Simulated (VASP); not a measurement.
Here is a VASP 6.6.1 calculation.

The input POSCAR:

```
Ti
1.0
    0.0000000000      2.0620951684      2.0620951684
    2.0620951684      0.0000000000      2.0620951684
    2.0620951684      2.0620951684      0.0000000000
Ti
1
Direct
    0.0000000000      0.0000000000      0.0000000000
```

The input INCAR.step1:

```
SYSTEM = Ti
PREC = Accurate
ENCUT = 520
EDIFF = 1E-5
ISMEAR = -1
SIGMA = 0.05
LREAL = .False.
LASPH = .True.
NELM = 80
ALGO = Normal
ISIF = 2
LWAVE = .True.
LCHARG = .False.
GGA = PE
NBANDS = 12
```

INCAR.step2

```
SYSTEM = Ti
PREC = Accurate
ENCUT = 520
EDIFF = 1E-6
ISMEAR = -1
SIGMA = 0.05
LREAL = .False.
LASPH = .True.
NELM = 80
ALGO = Normal
ISIF = 2
LWAVE = .False.
LCHARG = .False.
GGA = B3
LHFCALC = .True.
AEXX = 0.2
AGGAX = 0.72
AGGAC = 0.81
ALDAC = 0.19
PRECFOCK = Normal
ISTART = 1
NBANDS = 12
```

File KPOINTS:

```
regular mesh
0
Gamma
  6 6 6
  0 0 0
```

Potentials or basis: VASP PAW PBE potentials, release 64 (Ti_sv).

Launch:

```bash
$ cat potpaw_PBE.64/Ti_sv/POTCAR > POTCAR
$ cp INCAR.step1 INCAR
$ mpirun -np 1 vasp_std > vasp.out
$ cp INCAR.step2 INCAR
$ mpirun -np 1 vasp_std > vasp.out
```

What does it give for the pressure?

-0.3 GPa.

Estimate the band gap on the k mesh.

zero (bands 6 and 7 overlap by 1.73 eV).

Caveat: the k points lie up to 0.44 Å⁻¹ apart, too coarse for converged energies and pressures of a metal; the PAW data sets were made with another functional, which shifts forces and pressure a little.
